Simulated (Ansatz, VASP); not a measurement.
SnO in VASP and in Ansatz

```xyz
4
Lattice="3.8371 0.0000 0.0000 0.0000 3.8371 0.0000 0.0000 0.0000 4.7621" Properties=species:S:1:pos:R:3 pbc="T T T"
Sn   -0.1732    1.7453    0.9851
Sn    1.7453   -0.1732    3.4306
O     0.0000    0.0000    0.0000
O     1.9185    1.9185    0.0000
```

Change from the starting cell: all Sn atoms moved -0.300 Å, as atom 1 along Cartesian [1 1 1].

Alike in both runs: task single point; functional PBE; dispersion D3(BJ); k mesh 12 × 12 × 10; occupations gaussian, width 0.15 eV; no spin polarisation.

```csv
,VASP,Ansatz
version,VASP 6.6.1,Ansatz 0.2.0
potentials or method,"VASP PAW PBE potentials, release 64 (Sn_d, O), cutoff 520 eV","scalar-relativistic, plane waves, PAW"
valence electrons in the cell,40,40
```

VASP gave:

- gap on the k mesh at the Fermi level (eV): none
- pressure (GPa): 3.8
- traceless stress, the component that is largest in VASP (GPa): -1.72
- rms of the force components (eV/Å): 1.135

**Question.** What did Ansatz give for the same quantities?

**Answer.** gap on the k mesh at the Fermi level (eV): none; pressure (GPa): 3.6; traceless stress, the component that is largest in VASP (GPa): -1.73; rms of the force components (eV/Å): 1.109.

Atom by atom the forces differ by 0.039 eV/Å (rms over components). A gap of «none» marks a metal or a gap that the smearing closes.
